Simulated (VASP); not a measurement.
Here is a VASP 6.6.1 calculation.

File POSCAR:

```
Sc
1.0
   -1.6376328517      1.6376328517      2.3401288342
    1.6376328517     -1.6376328517      2.3401288342
    1.6376328517      1.6376328517     -2.3401288342
Sc
1
Direct
    0.0000000000      0.0000000000      0.0000000000
```

The input INCAR.step1:

```
SYSTEM = Sc
PREC = Accurate
ENCUT = 520
ISMEAR = 0
SIGMA = 0.1
LREAL = .FALSE.
LASPH = .TRUE.
NELM = 80
NBANDS = 12
GGA = PE
ALGO = Normal
EDIFF = 1E-4
LWAVE = .TRUE.
LCHARG = .FALSE.
```

File INCAR.step2:

```
SYSTEM = Sc
PREC = Accurate
ENCUT = 520
EDIFF = 1E-6
ISMEAR = 0
SIGMA = 0.1
LREAL = .FALSE.
LASPH = .TRUE.
NELM = 80
ALGO = Normal
ISIF = 2
LWAVE = .FALSE.
LCHARG = .FALSE.
METAGGA = R2SCAN
LMIXTAU = .TRUE.
NBANDS = 12
ISTART = 1
```

File KPOINTS:

```
regular mesh
0
G
  16 16 16
  0 0 0
```

Potentials or basis: VASP PAW PBE potentials, release 64 (Sc_sv).

The run is started by

```sh
$ cat potpaw_PBE.64/Sc_sv/POTCAR > POTCAR
$ cp INCAR.step1 INCAR
$ mpirun -np 1 vasp_std > vasp.out
$ cp INCAR.step2 INCAR
$ mpirun -np 1 vasp_std > vasp.out
```

(1) Estimate the band gap on the k mesh.

(2) Estimate the pressure.

Results:

(1) zero (an odd number of electrons rules out a gap without spin polarisation).

(2) 0.2 GPa.

Caveat: the PAW data sets were made with another functional, which shifts forces and pressure a little.
